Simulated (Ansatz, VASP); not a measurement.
## Two plane-wave programs on Te

File INCAR:

```
PREC = Accurate
ENCUT = 520
EDIFF = 1E-6
ISMEAR = -1
SIGMA = 0.1
LREAL = F
LASPH = T
NELM = 100
ALGO = Normal
ISIF = 2
LWAVE = F
LCHARG = F
GGA = RE
NBANDS = 9
```

KPOINTS

```
regular mesh
0
Gamma
  13 13 13
```

Contents of POSCAR:

```
Te
1.0
   -1.9871752612      1.9871752612      1.9871752612
    1.9871752612     -1.9871752612      1.9871752612
    1.9871752612      1.9871752612     -1.9871752612
Te
1
Direct
    0.0000000000      0.0000000000      0.0000000000
```

Input for Ansatz:

```yaml
crystal:
  lattice:
    - [-1.9871752612, 1.9871752612, 1.9871752612]
    - [1.9871752612, -1.9871752612, 1.9871752612]
    - [1.9871752612, 1.9871752612, -1.9871752612]
  atoms:
    - { symbol: Te, position: [0.0, 0.0, 0.0] }
hamiltonian:
  xc: revpbe
  pseudopotentials:
    kind: paw
    azcp:
      Te: "pseudopotentials/Te.paw.azcp"
basis:
  ecutwfc: 420
  fft_grid_basis: typed
kpoints:
  mp_grid: { grid: [13, 13, 13], shift: [0, 0, 0] }
magnetization:
  spin_polarized: false
scf:
  occupations: { method: fermi_dirac, width: 0.1 }
  lower_state_search: "off"
output:
  stress: true
```

Alike in both runs: task single point; functional revPBE; k mesh 13 × 13 × 13; occupations fermi-dirac, width 0.1 eV; no spin polarisation.

```csv
,VASP,Ansatz
version,VASP 6.6.1,Ansatz 0.2.0
potentials or method,"VASP PAW PBE potentials, release 64 (Te), cutoff 520 eV","plane waves (420 eV) with PAW, scalar-relativistic"
valence electrons in the cell,6,16
```

```tsv
	VASP	Ansatz	Ansatz less VASP
pressure (GPa)	-3.4	-3.3	+0.10
```

VASP's potentials were made for PBE, not for revPBE. VASP's potentials hold 6 valence electrons a cell and Ansatz's 16, so a difference there can come from the potentials and not from the codes.

Neither program's run includes spin-orbit coupling.
